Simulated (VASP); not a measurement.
Runs of VASP 6.6.1 on CoSi2. The structure is that of space group Fm-3m (No. 225), or close to it. The cells are those of the table. 

```tsv
cell	gap on the mesh (eV)	pressure (GPa)	largest force (eV/Å)
a = 3.733, b = 3.790, c = 3.790 Å, angles 61.0, 60.5, 60.5°, 3 atoms	none	(a)	0.27
a = 3.818, b = 3.790, c = 3.790 Å, angles 59.5, 59.8, 59.8°, 3 atoms	none	-0.1	0.13
a = 3.889, b = 3.791, c = 3.791 Å, angles 58.3, 59.1, 59.1°, 3 atoms	none	0.3	0.48
a = 3.875, b = 3.790, c = 3.790 Å, angles 58.5, 59.3, 59.3°, 3 atoms	none	(b)	0.41
a = 3.676, b = 3.791, c = 3.791 Å, angles 62.0, 61.0, 61.0°, 3 atoms	none	0.6	0.55
```

Alike in all rows: task single point; level PBE; potentials or basis VASP PAW PBE potentials, release 64 (Co, Si); no spin polarisation; k mesh 16 × 16 × 16; cutoff (eV) 520; smearing gaussian 0.15 eV.

Question: Estimate the missing entries.

Answer: (a) 0.0; (b) 0.2.

Caveats: the run has no spin polarisation, though such a crystal can be magnetic.

A gap of «none» marks levels without a gap at the run's occupations.
